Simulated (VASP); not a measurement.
# Ge4As (Pm-3m) in VASP: notebook

The runs below take Ge4As through single point, with PBE.

Everything below comes from runs of VASP 6.6.1. Logs are shortened: lines on timing, memory, paths and dates and some standing lists are left out, and cuts for length are marked.

## 1. The cell of the first run

It takes space group Pm-3m (No. 221, cubic). The conventional cell has a = 4.921 Å, b = 4.921 Å, c = 4.921 Å, α = 90.00°, β = 90.00°, γ = 90.00°. Ge (site symmetry m-3m) has 12 Ge at 3.48 Å and 8 As at 4.26 Å within 4.6 Å. Within 3.2 Å of Ge (site symmetry 4/mmm) lie 2 As at 2.46 Å. Within 3.2 Å of As (site symmetry m-3m) lie 6 Ge at 2.46 Å.

The cell was generated, and may not be a known phase.

## 2. Single point, PBE

File INCAR:

```
  ALGO = Normal
  EDIFF = 1E-7
  ENCUT = 520
  GGA = PE
  ISIF = 2
  ISMEAR = 0
  LASPH = T
  LCHARG = F
  LREAL = F
  LWAVE = F
  NBANDS = 38
  NELM = 60
  PREC = Accurate
  SIGMA = 0.1
```

File KPOINTS:

```
k-points
0
Gamma
  4 4 4
```

File POSCAR:

```
Ge4As
1.0
    4.9205126000      0.0000000000      0.0000000000
    0.0000000000      4.9205126000      0.0000000000
    0.0000000000      0.0000000000      4.9205126000
Ge As
4 1
Direct
    0.5000000000      0.5000000000      0.5000000000
    0.5000000000      0.0000000000      0.0000000000
    0.0000000000      0.5000000000      0.0000000000
    0.0000000000      0.0000000000      0.5000000000
    0.0000000000      0.0000000000      0.0000000000
```

Potentials or basis: VASP PAW PBE potentials, release 64 (Ge_d, As).

On the command line:

```
> cat potpaw_PBE.64/Ge_d/POTCAR potpaw_PBE.64/As/POTCAR > POTCAR
> mpirun -np 1 vasp_std > vasp.out
```

OUTCAR:

```text
EDIFF = 1E-7
   ENCUT = 520
   GGA = PE
   ISIF = 2
   ISMEAR = 0
   LASPH = T
   LREAL = F
   NELM = 60
   PREC = Accurate

 ion  position               nearest neighbor table
   1  0.500  0.500  0.500-
   2  0.500  0.000  0.000-   5 2.46   5 2.46
   3  0.000  0.500  0.000-   5 2.46   5 2.46
   4  0.000  0.000  0.500-   5 2.46   5 2.46
   5  0.000  0.000  0.000-   2 2.46   3 2.46   4 2.46   4 2.46   3 2.46   2 2.46

  LATTYP: Found a simple cubic cell.
 ALAT       =     4.9205126000

  Lattice vectors:

 A1 = (   4.9205126000,   0.0000000000,   0.0000000000)
 A2 = (   0.0000000000,   4.9205126000,   0.0000000000)
 A3 = (   0.0000000000,   0.0000000000,   4.9205126000)

Analysis of symmetry for initial positions (statically):
=====================================================================
 Subroutine PRICEL returns:
 Original cell was already a primitive cell.

 Routine SETGRP: Setting up the symmetry group for a
 simple cubic supercell.

 Subroutine GETGRP returns: Found 48 space group operations
 (whereof 48 operations were pure point group operations)
 out of a pool of 48 trial point group operations.

The static configuration has the point symmetry O_h .

Analysis of symmetry for dynamics (positions and initial velocities):
=====================================================================
 Subroutine PRICEL returns:
 Original cell was already a primitive cell.

 Routine SETGRP: Setting up the symmetry group for a
 simple cubic supercell.

 Subroutine GETGRP returns: Found 48 space group operations
 (whereof 48 operations were pure point group operations)
 out of a pool of 48 trial point group operations.

The dynamic configuration has the point symmetry O_h .

 Subroutine INISYM returns: Found 48 space group operations
 (whereof 48 operations are pure point group operations),
 and found     1 'primitive' translations

----------------------------------------------------------------------------------------

                                     Primitive cell

  volume of cell :     119.1327

  direct lattice vectors                    reciprocal lattice vectors
     4.920512600  0.000000000  0.000000000     0.203230859  0.000000000  0.000000000
     0.000000000  4.920512600  0.000000000     0.000000000  0.203230859  0.000000000
     0.000000000  0.000000000  4.920512600     0.000000000  0.000000000  0.203230859

  length of vectors
     4.920512600  4.920512600  4.920512600     0.203230859  0.203230859  0.203230859

  position of ions in fractional coordinates (direct lattice)
     0.500000000  0.500000000  0.500000000
     0.500000000  0.000000000  0.000000000
     0.000000000  0.500000000  0.000000000
     0.000000000  0.000000000  0.500000000
     0.000000000  0.000000000  0.000000000

  ion indices of the primitive-cell ions
   primitive index   ion index
                 1           1
                 2           2
                 3           3
                 4           4
                 5           5

----------------------------------------------------------------------------------------

 KPOINTS: k-points

Automatic generation of k-mesh.
 Grid dimensions read from file:
 generate k-points for:    4    4    4

 Generating k-lattice:

  Cartesian coordinates                     Fractional coordinates (reciprocal lattice)
     0.050807715  0.000000000  0.000000000     0.250000000  0.000000000  0.000000000
     0.000000000  0.050807715  0.000000000     0.000000000  0.250000000  0.000000000
     0.000000000  0.000000000  0.050807715     0.000000000  0.000000000  0.250000000

  Length of vectors
     0.050807715  0.050807715  0.050807715

  Shift w.r.t. Gamma in fractional coordinates (k-lattice)
     0.000000000  0.000000000  0.000000000

 Subroutine IBZKPT returns following result:
 ===========================================

 Found     10 irreducible k-points:

 Following reciprocal coordinates:
            Coordinates               Weight
  0.000000  0.000000  0.000000      1.000000
  0.250000  0.000000  0.000000      6.000000
  0.500000  0.000000  0.000000      3.000000
  0.250000  0.250000  0.000000     12.000000
  0.500000  0.250000  0.000000     12.000000
  0.500000  0.500000  0.000000      3.000000
  0.250000  0.250000  0.250000      8.000000
  0.500000  0.250000  0.250000     12.000000
  0.500000  0.500000  0.250000      6.000000
  0.500000  0.500000  0.500000      1.000000
   k-points           NKPTS =     10   k-points in BZ     NKDIM =     10   number of bands    NBANDS=     38
   number of dos      NEDOS =    301   number of ions     NIONS =      5
   total plane-waves  NPLWV =  64000
   dimension x,y,z NGX =    40 NGY =   40 NGZ =   40
   dimension x,y,z NGXF=    80 NGYF=   80 NGZF=   80
   ions per type =               4   1
   NGX,Y,Z   is equivalent  to a cutoff of  13.51, 13.51, 13.51 a.u.
   NGXF,Y,Z  is equivalent  to a cutoff of  27.03, 27.03, 27.03 a.u.
 SYSTEM =  unknown system
   PREC   = accura    normal or accurate (medium, high low for compatibility)
   ISTART =      0    job   : 0-new  1-cont  2-samecut
   ICHARG =      2    charge: 1-file 2-atom 10-const
   ISPIN  =      1    spin polarized calculation?
   LNONCOLLINEAR =      F non collinear calculations
   LSORBIT =      F    spin-orbit coupling
   LASPH  =      T    aspherical Exc in radial PAW
   ENCUT  =  520.0 eV  38.22 Ry    6.18 a.u.   9.15  9.15  9.15*2*pi/ulx,y,z
   NELM   =     60;   NELMIN=  2; NELMDL= -5     # of ELM steps
   EDIFF  = 0.1E-06   stopping-criterion for ELM
   LREAL  =      F    real-space projection
   EDIFFG = 0.1E-05   stopping-criterion for IOM
   NSW    =      0    number of steps for IOM
   IBRION =     -1    ionic relax: 0-MD 1-quasi-New 2-CG
   NFREE  =      0    steps in history (QN), initial steepest desc. (CG)
   ISIF   =      2    stress and relaxation
   ISYM   =      2    0-nonsym 1-usesym 2-fastsym
   POTIM  = 0.5000    time-step for ionic-motion
   TEBEG  =    0.0;   TEEND  =   0.0 temperature during run
   PSTRESS=    0.0 pullay stress
   NELECT =      61.0000    total number of electrons
   NUPDOWN=      -1.0000    fix difference up-down
   EMIN   =  10.00;   EMAX   =-10.00  energy-range for DOS
   EFERMI =   0.00;   METHOD = LEGACY
   ISMEAR =     0;   SIGMA  =   0.10  broadening in eV -4-tet -1-fermi 0-gaus
   EFERMI_NEDOS =   21; number of points for ismear=-14 and -15
   IALGO  =     38    algorithm
   IMIX   =      4    mixing-type and parameters
     AMIX     =   0.40;   BMIX     =  1.00
     AMIX_MAG =   1.60;   BMIX_MAG =  1.00
  volume/ion in A,a.u.               =      23.83       160.79
  Fermi-wavevector in a.u.,A,eV,Ry     =   1.309708  2.474989 23.338545  1.715335
  Thomas-Fermi vector in A             =   2.440288
   LORBIT       =      0    0 simple, 1 ext, 2 COOP (PROOUT), +10 PAW based schemes
   GGA     = PE    functional components
   LHFCALC =     F    Hartree Fock is set to
   AEXX    =    0.0000 exact exchange contribution
   IVDW    =     0    specifies the selected vdW correction
   LEPSILON=     F    determine dielectric tensor
   LRPA    =     F    only Hartree local field effects (RPA)
 non-spin polarized calculation
 Gauss-broadening in eV      SIGMA  =   0.10
  energy-cutoff  :      520.00
  volume of cell :      119.13
 maximum number of plane-waves:      3221
 NGX is ok and might be reduce to    40
   NGX = 19   NGY = 19   NGZ = 19

 number of electron      61.0000026 magnetization

 Free energy of the ion-electron system (eV)
  ---------------------------------------------------
  ext. energy  EPLUGINS =         0.00000000
  ---------------------------------------------------
  free energy    TOTEN  =       -19.04241172 eV

  energy without entropy =      -19.02938312  energy(sigma->0) =      -19.03589742

 E-fermi :   4.7301     XC(G=0):  -9.9416

 val. band max:        4.5075498035   @ k =   0.5000   0.0000   0.0000
 cond. band min:       4.7794171819   @ k =   0.2500   0.2500   0.0000
 fundamental gap:      0.2718673784
 Fermi energy:         4.7301335532

 k-point     1 :       0.0000    0.0000    0.0000
  band No.  band energies     occupation
      1     -20.5083      2.00000
      2     -20.4486      2.00000
      3     -20.4486      2.00000
      4     -20.4394      2.00000
      5     -20.4394      2.00000
      6     -20.4394      2.00000
[... 30 lines left out ...]
     37       9.0398      0.00000
     38       9.0933      0.00000

 k-point     2 :       0.2500    0.0000    0.0000
  band No.  band energies     occupation
      1     -20.5003      2.00000
      2     -20.4551      2.00000
      3     -20.4485      2.00000
      4     -20.4391      2.00000
      5     -20.4344      2.00000
      6     -20.4344      2.00000
[... 30 lines left out ...]
     37       8.1566      0.00000
     38       9.3616      0.00000

 k-point     3 :       0.5000    0.0000    0.0000
  band No.  band energies     occupation
      1     -20.4883      2.00000
      2     -20.4655      2.00000
      3     -20.4483      2.00000
      4     -20.4387      2.00000
      5     -20.4219      2.00000
      6     -20.4219      2.00000
[... 30 lines left out ...]
     37       7.2593      0.00000
     38       7.2942      0.00000

 k-point     4 :       0.2500    0.2500    0.0000
  band No.  band energies     occupation
      1     -20.4933      2.00000
      2     -20.4574      2.00000
      3     -20.4526      2.00000
      4     -20.4353      2.00000
      5     -20.4330      2.00000
      6     -20.4309      2.00000
[... 30 lines left out ...]
     37       8.9581      0.00000
     38      10.4375      0.00000
[... 129 lines left out ...]
      4     -20.4310      2.00000
      5     -20.4231      2.00000
      6     -20.4229      2.00000
[... 30 lines left out ...]
     37       7.8448      0.00000
     38       8.3203      0.00000

 k-point     9 :       0.5000    0.5000    0.2500
  band No.  band energies     occupation
      1     -20.4689      2.00000
      2     -20.4683      2.00000
      3     -20.4683      2.00000
      4     -20.4249      2.00000
      5     -20.4236      2.00000
      6     -20.4236      2.00000
[... 30 lines left out ...]
     37       8.2877      0.00000
     38       8.7471      0.00000

 k-point    10 :       0.5000    0.5000    0.5000
  band No.  band energies     occupation
      1     -20.4693      2.00000
      2     -20.4693      2.00000
      3     -20.4693      2.00000
      4     -20.4239      2.00000
      5     -20.4239      2.00000
      6     -20.4239      2.00000
[... 30 lines left out ...]
     37       8.3676      0.00000
     38       8.3676      0.00000

------------------------ aborting loop because EDIFF is reached ----------------------------------------

  FORCE on cell =-STRESS in cart. coord.  units (eV):
  Direction    XX          YY          ZZ          XY          YZ          ZX
  --------------------------------------------------------------------------------------
  -------------------------------------------------------------------------------------
  Total        0.7541454      0.7541454      0.7541454      0.0000000      0.0000000     -0.0000000
  in kB       10.1422577     10.1422577     10.1422577      0.0000000      0.0000000     -0.0000000
  external PRESSURE =      10.1422577 kB  Pullay stress =       0.0000000 kB

 VOLUME and BASIS-vectors are now :
 -----------------------------------------------------------------------------
  energy-cutoff  :      520.00
  volume of cell :      119.13
      direct lattice vectors                 reciprocal lattice vectors
     4.920512600  0.000000000  0.000000000     0.203230859  0.000000000  0.000000000
     0.000000000  4.920512600  0.000000000     0.000000000  0.203230859  0.000000000
     0.000000000  0.000000000  4.920512600     0.000000000  0.000000000  0.203230859

 POSITION                                       TOTAL-FORCE (eV/Angst)
 -----------------------------------------------------------------------------------
      2.46026      2.46026      2.46026         0.000000      0.000000      0.000000
      2.46026      0.00000      0.00000         0.000000      0.000000      0.000000
      0.00000      2.46026      0.00000         0.000000      0.000000      0.000000
      0.00000      0.00000      2.46026         0.000000      0.000000      0.000000
      0.00000      0.00000      0.00000         0.000000      0.000000      0.000000
 -----------------------------------------------------------------------------------
    total drift:                               -0.000000      0.000000     -0.000000

  FREE ENERGIE OF THE ION-ELECTRON SYSTEM (eV)
  ---------------------------------------------------
  free  energy   TOTEN  =       -19.0424117212 eV

  energy  without entropy=      -19.0293831216  energy(sigma->0) =      -19.03589742
```

Wall time 54 s (1 thread of Intel Xeon Platinum 8488C (Sapphire Rapids), shared host); peak memory 0.25 GiB.

What came out:

```
Free energy            : -19.0424 eV
Pressure               : 1.0 GPa
Band gap on the k mesh : zero (an odd number of electrons rules out a gap without spin polarisation)
```

Caveat: an odd number of electrons without spin polarisation forces a metal; a magnetic or distorted state may lie lower.

## 3. Single point, PBE

This run uses another cell than the first one, of 24.18 Å³/atom.

File INCAR:

```
  PREC = Accurate
  ENCUT = 520
  EDIFF = 1E-6
  ISMEAR = 0
  SIGMA = 0.1
  LREAL = F
  LASPH = T
  NELM = 100
  ALGO = Normal
  ISIF = 2
  LWAVE = F
  LCHARG = T
  GGA = PE
  LELF = T
  LVHAR = T
  NBANDS = 38
```

File KPOINTS:

```
Automatic mesh
0
Gamma
  4 4 4
```

POSCAR: that of step 2 with these lines changed.

```diff
@@ -2,5 +2,5 @@
 1.0
-    4.9205126000      0.0000000000      0.0000000000
-    0.0000000000      4.9205126000      0.0000000000
-    0.0000000000      0.0000000000      4.9205126000
+    4.9444357349      0.0000000000      0.0000000000
+    0.0000000000      4.9444357349      0.0000000000
+    0.0000000000      0.0000000000      4.9444357349
 Ge As
```

Potentials or basis: VASP PAW PBE potentials, release 64 (Ge_d, As).

On the command line:

```
> cat potpaw_PBE.64/Ge_d/POTCAR potpaw_PBE.64/As/POTCAR > POTCAR
> mpirun -np 1 vasp_std > vasp.out
```

OUTCAR:

```text
PREC = Accurate
   ENCUT = 520
   EDIFF = 1E-6
   ISMEAR = 0
   LREAL = F
   LASPH = T
   NELM = 100
   ISIF = 2
   GGA = PE

 ion  position               nearest neighbor table
   1  0.500  0.500  0.500-
   2  0.500  0.000  0.000-   5 2.47   5 2.47
   3  0.000  0.500  0.000-   5 2.47   5 2.47
   4  0.000  0.000  0.500-   5 2.47   5 2.47
   5  0.000  0.000  0.000-   2 2.47   3 2.47   4 2.47   4 2.47   3 2.47   2 2.47

  LATTYP: Found a simple cubic cell.
 ALAT       =     4.9444357349

  Lattice vectors:

 A1 = (   4.9444357349,   0.0000000000,   0.0000000000)
 A2 = (   0.0000000000,   4.9444357349,   0.0000000000)
 A3 = (   0.0000000000,   0.0000000000,   4.9444357349)

Analysis of symmetry for initial positions (statically):
=====================================================================
 Subroutine PRICEL returns:
 Original cell was already a primitive cell.

 Routine SETGRP: Setting up the symmetry group for a
 simple cubic supercell.

 Subroutine GETGRP returns: Found 48 space group operations
[... 156 lines left out ...]

 E-fermi :   4.6145     XC(G=0):  -9.8762

 val. band max:        4.4051445998   @ k =   0.5000   0.0000   0.0000
 cond. band min:       4.6696165750   @ k =   0.2500   0.2500   0.0000
 fundamental gap:      0.2644719752
 Fermi energy:         4.6144656447

 k-point     1 :       0.0000    0.0000    0.0000
  band No.  band energies     occupation
      1     -20.6261      2.00000
      2     -20.5701      2.00000
      3     -20.5701      2.00000
      4     -20.5611      2.00000
      5     -20.5611      2.00000
      6     -20.5611      2.00000
[... 399 lines left out ...]
     37       8.1837      0.00000
     38       8.1841      0.00000

------------------------ aborting loop because EDIFF is reached ----------------------------------------

  FORCE on cell =-STRESS in cart. coord.  units (eV):
  Direction    XX          YY          ZZ          XY          YZ          ZX
  --------------------------------------------------------------------------------------
  -------------------------------------------------------------------------------------
  Total        0.2116335      0.2116335      0.2116335     -0.0000000     -0.0000000      0.0000000
  in kB        2.8050764      2.8050764      2.8050764     -0.0000000     -0.0000000      0.0000000
  external PRESSURE =       2.8050764 kB  Pullay stress =       0.0000000 kB

 VOLUME and BASIS-vectors are now :
 -----------------------------------------------------------------------------
  energy-cutoff  :      520.00
  volume of cell :      120.88
      direct lattice vectors                 reciprocal lattice vectors
     4.944435735  0.000000000  0.000000000     0.202247547  0.000000000  0.000000000
     0.000000000  4.944435735  0.000000000     0.000000000  0.202247547  0.000000000
     0.000000000  0.000000000  4.944435735     0.000000000  0.000000000  0.202247547

 POSITION                                       TOTAL-FORCE (eV/Angst)
 -----------------------------------------------------------------------------------
      2.47222      2.47222      2.47222         0.000000      0.000000      0.000000
      2.47222      0.00000      0.00000         0.000000      0.000000      0.000000
      0.00000      2.47222      0.00000         0.000000      0.000000      0.000000
      0.00000      0.00000      2.47222         0.000000      0.000000      0.000000
      0.00000      0.00000      0.00000         0.000000      0.000000      0.000000
 -----------------------------------------------------------------------------------
    total drift:                               -0.000000      0.000000     -0.000000

  FREE ENERGIE OF THE ION-ELECTRON SYSTEM (eV)
  ---------------------------------------------------
  free  energy   TOTEN  =       -19.0498169847 eV

  energy  without entropy=      -19.0362840072  energy(sigma->0) =      -19.04305050
```

Run time: 52 s. Hardware: 1 thread of Intel Xeon Platinum 8488C (Sapphire Rapids), shared host; peak memory 0.24 GiB.

Results:

- Free energy: -19.0498 eV
- Pressure: 0.3 GPa
- Band gap on the k mesh: zero (an odd number of electrons rules out a gap without spin polarisation)

Levels at points of the mesh, in eV from the Fermi level:
```
           k point  band 26  band 27  band 28  band 29  band 30  band 31  band 32  band 33  band 34  band 35
(0.00, 0.00, 0.00)    -6.10    -6.10    -4.27    -0.72    -0.72    -0.72     1.13     1.13     1.13     4.21
(0.50, 0.00, 0.00)    -5.77    -5.77    -1.66    -1.66    -0.21     0.07     0.50     1.05     1.05     2.11
(0.50, 0.50, 0.00)    -5.49    -1.77    -1.48    -1.48    -0.58    -0.58     0.14     0.68     0.68     1.16
(0.50, 0.50, 0.50)    -3.87    -3.87    -3.87     1.14     1.14     1.14     1.25     1.25     3.44     3.44
```

Caveat: an odd number of electrons without spin polarisation forces a metal; a magnetic or distorted state may lie lower.

The gap in the log of VASP goes by the Fermi energy; the results here count the filled bands.